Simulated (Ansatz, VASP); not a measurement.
## NaCl in VASP and in Ansatz

File INCAR:

```
PREC = Accurate ; ENCUT = 520
EDIFF = 1E-6 ; ISMEAR = 0
SIGMA = 0.02 ; LREAL = False
LASPH = True ; NELM = 100
ALGO = Normal ; ISIF = 2
LWAVE = False ; LCHARG = False
GGA = PS ; NBANDS = 14
```

KPOINTS

```
Automatic mesh
0
Gamma
  6 6 6
```

Contents of POSCAR:

```
NaCl
1.0
    3.5235883809      0.0262314031     -0.0006654161
    0.0262314031      3.5651593762     -0.0125728621
   -0.0006654161     -0.0125728621      3.5016296496
Na Cl
1 1
Direct
   -0.0071355352      0.0043058772      0.0019787619
    0.5071355352      0.4956941228      0.4980212381
```

Input for Ansatz:

```yaml
crystal:
  lattice:
    - [3.5235883809, 0.0262314031, -0.0006654161]
    - [0.0262314031, 3.5651593762, -0.0125728621]
    - [-0.0006654161, -0.0125728621, 3.5016296496]
  atoms:
    - { symbol: Na, position: [-0.0071355352, 0.0043058772, 0.0019787619] }
    - { symbol: Cl, position: [0.5071355352, 0.4956941228, 0.4980212381] }
basis:
  ecutwfc: 420
kpoints:
  mp_grid: { grid: [6, 6, 6] }
hamiltonian:
  xc: pbesol
scf:
  occupations: { method: gaussian, width: 0.02 }
output:
  forces: true
  stress: true
  eigenvalues: true
```

Change from the starting cell: all atoms moved at random, cell strained at random.

Alike in both runs: task single point; functional PBEsol; k mesh 6 × 6 × 6; occupations gaussian, width 0.02 eV; no spin polarisation.

```csv
,VASP,Ansatz
version,VASP 6.6.1,Ansatz 0.2.0
potentials or method,"VASP PAW PBE potentials, release 64 (Na_pv, Cl), cutoff 520 eV","scalar-relativistic, plane waves, PAW"
valence electrons in the cell,14,16
```

```tsv
	VASP	Ansatz	Ansatz less VASP
gap on the k mesh at the Fermi level (eV)	3.72	3.72	+0.003
least direct gap on the mesh (eV)	4.18	4.18	+0.003
pressure (GPa)	-1.7	-1.7	0.00
traceless stress, the component that is largest in VASP (GPa)	-0.69	-0.69	0.000
rms of the force components (eV/Å)	0.009	0.009	-0.0003
```

VASP's potentials were made for PBE, not for PBEsol. Atom by atom the forces differ by 0.000 eV/Å (rms over components). VASP's potentials hold 14 valence electrons a cell and Ansatz's 16, so a difference there can come from the potentials and not from the codes.
